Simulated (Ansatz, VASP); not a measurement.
## CdS3: VASP beside Ansatz

```
Cd S
1.0
     0.00000    3.29847    3.29847
     3.29847    0.00000    3.29847
     3.29847    3.29847    0.00000
Cd S
1 3
Direct
  0.50000 0.50000 0.50000
  0.00000 0.00000 0.00000
  0.25000 0.25000 0.25000
  0.75000 0.75000 0.75000
```

Alike in both runs: functional PBE; k mesh 4 × 4 × 4; occupations gaussian, width 0.1 eV; no spin polarisation.

Ansatz relaxed the structure, and its values are those at the end. VASP's run is a single point on that final structure, the one shown.

|  | VASP | Ansatz |
| --- | --- | --- |
| version | VASP 6.6.1 | Ansatz 0.2.0 |
| potentials or method | VASP PAW PBE potentials, release 64 (Cd, S), cutoff 500 eV | scalar-relativistic, plane waves, PAW |
| valence electrons in the cell | 30 | 38 |

```csv
,VASP,Ansatz,Ansatz less VASP
gap on the k mesh at the Fermi level (eV),none,none,-
pressure (GPa),0.2,0.0,-0.17
```

A gap of «none» marks a metal or a gap that the smearing closes. With one functional, cell and mesh, what is left measures potentials, basis and numerics. VASP's potentials hold 30 valence electrons a cell and Ansatz's 38, so a difference there can come from the potentials and not from the codes.

The k mesh is coarse, so the values compare programs but aren't converged.
